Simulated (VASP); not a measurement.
Here is a VASP 6.6.1 calculation.

The input INCAR:

```
PREC = Accurate
ENCUT = 520
EDIFF = 1E-6
ISMEAR = 0
SIGMA = 0.15
LREAL = False
LASPH = True
NELM = 80
ALGO = Normal
ISIF = 2
LWAVE = False
LCHARG = True
GGA = PS
LELF = True
LVHAR = True
NBANDS = 12
```

The input KPOINTS:

```
regular mesh
0
Gamma
  20 20 20
```

Contents of POSCAR:

```
Au
1.0
   -1.6572690000      1.6572690000      1.6406963100
    1.6572690000     -1.6572690000      1.6406963100
    1.6572690000      1.6572690000     -1.6406963100
Au
1
Direct
    0.0000000000      0.0000000000      0.0000000000
```

Potentials or basis: VASP PAW PBE potentials, release 64 (Au).

The run is started by

```sh
$ cat potpaw_PBE.64/Au/POTCAR > POTCAR
$ mpirun -np 1 vasp_std > vasp.out
```

(1) Predict the pressure.

## Answers

(1) -8.5 GPa.

Caveat: the cell differs from its parent crystal (strain -0.0100 x Voigt [0, 0, 1, 0, 0, 0]); the PAW data sets were made with another functional, which shifts forces and pressure a little.
